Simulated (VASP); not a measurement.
Input of a VASP 6.6.1 run:

The input INCAR:

```
ALGO = Normal
EDIFF = 1E-7
EDIFFG = -0.001
ENCUT = 600
GGA = PS
IBRION = 2
ISIF = 3
ISMEAR = -1
LASPH = T
LCHARG = F
LREAL = F
LWAVE = F
NELM = 60
NSW = 80
PREC = Accurate
SIGMA = 0.15
```

KPOINTS

```
k-points
0
Gamma
  16 16 16
```

POSCAR

```
Pt
1.0
    0.0000000000      1.9588232764      1.9588232764
    1.9588232764      0.0000000000      1.9588232764
    1.9588232764      1.9588232764      0.0000000000
Pt
1
Direct
    0.0000000000      0.0000000000      0.0000000000
```

Potentials or basis: VASP PAW PBE potentials, release 64 (Pt).

Run with:

```sh
$ cat potpaw_PBE.64/Pt/POTCAR > POTCAR
$ mpirun -np 1 vasp_std > vasp.out
```

Q: Predict the band gap on the k mesh.

A: Zero (band 5 reaches 11.62 eV, above the bottom of band 6 at 9.39 eV).

Q: What does it give for the space group after relaxing (to 0.05 Å)?

A: Fm-3m (No. 225).

Q: Predict the relaxed volume.

A: 15.06 Å³/atom.

Final structure:
```cif
data_structure
_symmetry_space_group_name_H-M 'P 1'
_symmetry_Int_Tables_number 1
_cell_length_a 2.7719
_cell_length_b 2.7719
_cell_length_c 2.7719
_cell_angle_alpha 60.000
_cell_angle_beta 60.000
_cell_angle_gamma 60.000
_cell_volume 15.06
loop_
_atom_site_label
_atom_site_type_symbol
_atom_site_fract_x
_atom_site_fract_y
_atom_site_fract_z
_atom_site_occupancy
Pt1 Pt 0.00000 0.00000 0.00000 1
```

Caveat: the PAW data sets were made with another functional, which shifts forces and pressure a little; spin-orbit coupling is left out, which moves the levels of the heavy elements.
